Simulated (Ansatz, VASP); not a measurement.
**One calculation of CdSe, two programs**

The input INCAR:

```
SYSTEM = CdSe
ALGO = Normal
EDIFF = 1E-7
ENCUT = 520
GGA = PE
ISIF = 2
ISMEAR = -1
ISPIN = 2
IVDW = 13
LASPH = .TRUE.
LCHARG = .FALSE.
LORBIT = 11
LREAL = .FALSE.
LWAVE = .FALSE.
MAGMOM = 1 0
NBANDS = 20
NELM = 150
NUPDOWN = 1.0
PREC = Accurate
SIGMA = 0.05
```

KPOINTS

```
k-points
0
G
  8 8 8
  0 0 0
```

File POSCAR:

```
CdSe
1.0
    0.0000000000      3.1106741371      3.1106741371
    3.1106741371      0.0000000000      3.1106741371
    3.1106741371      3.1106741371      0.0000000000
Cd Se
1 1
Direct
    0.0000000000      0.0000000000      0.0000000000
    0.2500000000      0.2500000000      0.2500000000
```

The input input.yaml:

```yaml
crystal:
  lattice:
    - [0.0, 3.1106741371, 3.1106741371]
    - [3.1106741371, 0.0, 3.1106741371]
    - [3.1106741371, 3.1106741371, 0.0]
  atoms:
    - { symbol: Cd, position: [0.0, 0.0, 0.0], spin: 1.0 }
    - { symbol: Se, position: [0.25, 0.25, 0.25] }
kpoints:
  mp_grid: { grid: [8, 8, 8] }
scf:
  occupations: { method: fermi_dirac, width: 0.05 }
hamiltonian:
  xc: pbe
  dispersion: d4
  pseudopotentials: { kind: all_electron, lapw: { basis_error: 0.002 } }
magnetization:
  spin_polarized: true
  initial_magnetization: 1.0
  spin_locking: { lock_magnetization: hard }
output:
  forces: true
  stress: true
  eigenvalues: true
```

Change from the starting cell: volume scaled by 1.04.

Alike in both runs: task single point; functional PBE; dispersion D4; k mesh 8 × 8 × 8; occupations fermi-dirac, width 0.05 eV; collinear spin; fixed moment 1 μB.

```csv
,VASP,Ansatz
version,VASP 6.6.1,Ansatz 0.2.0
potentials or method,"VASP PAW PBE potentials, release 64 (Cd, Se), cutoff 520 eV","all-electron LAPW, scalar-relativistic"
```

|  | VASP | Ansatz | Ansatz less VASP |
| --- | --- | --- | --- |
| pressure (GPa) | 2.1 | 1.9 | -0.23 |
| size of the moment on the site where the two differ most (μB) | 0.41 | 0.47 | +0.059 |

Site moments also hang on the region over which each program counts them. Ansatz ran all-electron here, and VASP with PAW potentials.
